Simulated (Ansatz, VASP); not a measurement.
# One calculation of AlRu, two programs

Contents of INCAR:

```
SYSTEM = AlRu
  PREC = Accurate
  ENCUT = 520
  EDIFF = 1E-7
  ISMEAR = 0
  SIGMA = 0.15
  LREAL = .False.
  LASPH = .True.
  NELM = 100
  ALGO = Fast
  ISIF = 2
  LWAVE = .False.
  LCHARG = .False.
  GGA = PE
  NBANDS = 16
```

Contents of KPOINTS:

```
Automatic mesh
0
Gamma
  16 16 16
  0 0 0
```

The input POSCAR:

```
AlRu
1.0
    3.0813480000      0.0000000000      0.0000000000
    0.0000000000      2.9916000000      0.0000000000
    0.0000000000      0.0000000000      2.9916000000
Al Ru
1 1
Direct
    0.0000000000      0.0000000000      0.0000000000
    0.5000000000      0.5000000000      0.5000000000
```

Input for Ansatz:

```yaml
crystal:
  lattice:
    - [3.081348, 0.0, 0.0]
    - [0.0, 2.9916, 0.0]
    - [0.0, 0.0, 2.9916]
  atoms:
    - { symbol: Al, position: [0.0, 0.0, 0.0] }
    - { symbol: Ru, position: [0.5, 0.5, 0.5] }
basis:
  ecutwfc: 420
kpoints:
  mp_grid: { grid: [16, 16, 16] }
hamiltonian:
  xc: pbe
scf:
  occupations: { method: gaussian, width: 0.15 }
output:
  forces: true
  stress: true
  eigenvalues: true
```

Change from the starting cell: strain +0.0300 x Voigt [1, 0, 0, 0, 0, 0], atoms carried along.

Alike in both runs: task single point; functional PBE; k mesh 16 × 16 × 16; occupations gaussian, width 0.15 eV; no spin polarisation.

|  | VASP | Ansatz |
| --- | --- | --- |
| version | VASP 6.6.1 | Ansatz 0.2.0 |
| potentials or method | VASP PAW PBE potentials, release 64 (Al, Ru_pv), cutoff 520 eV | scalar-relativistic, plane waves, PAW |
| valence electrons in the cell | 17 | 19 |

```csv
,VASP,Ansatz,Ansatz less VASP
gap on the k mesh at the Fermi level (eV),none,none,-
pressure (GPa),-3.3,-3.2,+0.04
"traceless stress, the component that is largest in VASP (GPa)",-3.05,-3.04,+0.005
```

A gap of «none» marks a metal or a gap that the smearing closes. VASP's potentials hold 17 valence electrons a cell and Ansatz's 19, so a difference there can come from the potentials and not from the codes.
